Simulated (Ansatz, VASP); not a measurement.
## Mg3Ti in VASP and in Ansatz

File INCAR:

```
PREC = Accurate
ENCUT = 520
EDIFF = 1E-6
ISMEAR = -1
SIGMA = 0.05
LREAL = F
LASPH = T
NELM = 100
ALGO = Fast
ISIF = 2
LWAVE = F
LCHARG = T
GGA = PE
LELF = T
LVHAR = T
NBANDS = 17
```

KPOINTS

```
Automatic mesh
0
Gamma
  9 9 9
```

Contents of POSCAR:

```
Mg3Ti
1.0
   -2.2155463851      2.2155463851      4.4065643946
    2.2155463851     -2.2155463851      4.4065643946
    2.2155463851      2.2155463851     -4.4065643946
Ti Mg
1 3
Direct
    0.0000000000      0.0000000000      0.0000000000
    0.7500000000      0.2500000000      0.5000000000
    0.2500000000      0.7500000000      0.5000000000
    0.5000000000      0.5000000000      0.0000000000
```

File input.yaml:

```yaml
crystal:
  lattice:
    - [-2.2155463851, 2.2155463851, 4.4065643946]
    - [2.2155463851, -2.2155463851, 4.4065643946]
    - [2.2155463851, 2.2155463851, -4.4065643946]
  atoms:
    - { symbol: Ti, position: [0.0, 0.0, 0.0] }
    - { symbol: Mg, position: [0.75, 0.25, 0.5] }
    - { symbol: Mg, position: [0.25, 0.75, 0.5] }
    - { symbol: Mg, position: [0.5, 0.5, 0.0] }
hamiltonian:
  xc: pbe
  pseudopotentials: { kind: paw }
kpoints:
  mp_grid: { grid: [9, 9, 9] }
scf:
  occupations: { method: fermi_dirac, width: 0.05 }
output:
  forces: true
  stress: true
  eigenvalues: true
  write_density: true
  write_potential: true
  elf: true
  volumetric_format: npy
```

Alike in both runs: task single point; functional PBE; k mesh 9 × 9 × 9; occupations fermi-dirac, width 0.05 eV; no spin polarisation.

```csv
,VASP,Ansatz
version,VASP 6.6.1,Ansatz 0.2.0
potentials or method,"VASP PAW PBE potentials, release 64 (Ti_sv, Mg)",Ansatz PAW
plane-wave cutoff (eV),520,420
valence electrons in the cell,18,42
```

Ansatz gave:

* gap on the k mesh at the Fermi level (eV): none
* pressure (GPa): -1.5
* traceless stress, the component that is largest in VASP (GPa): -0.52

Task: Estimate VASP's values.

Result: gap on the k mesh at the Fermi level (eV): none; pressure (GPa): -1.6; traceless stress, the component that is largest in VASP (GPa): -0.54.

A gap of «none» marks a metal or a gap that the smearing closes. VASP's potentials hold 18 valence electrons a cell and Ansatz's 42, so a difference there can come from the potentials and not from the codes.
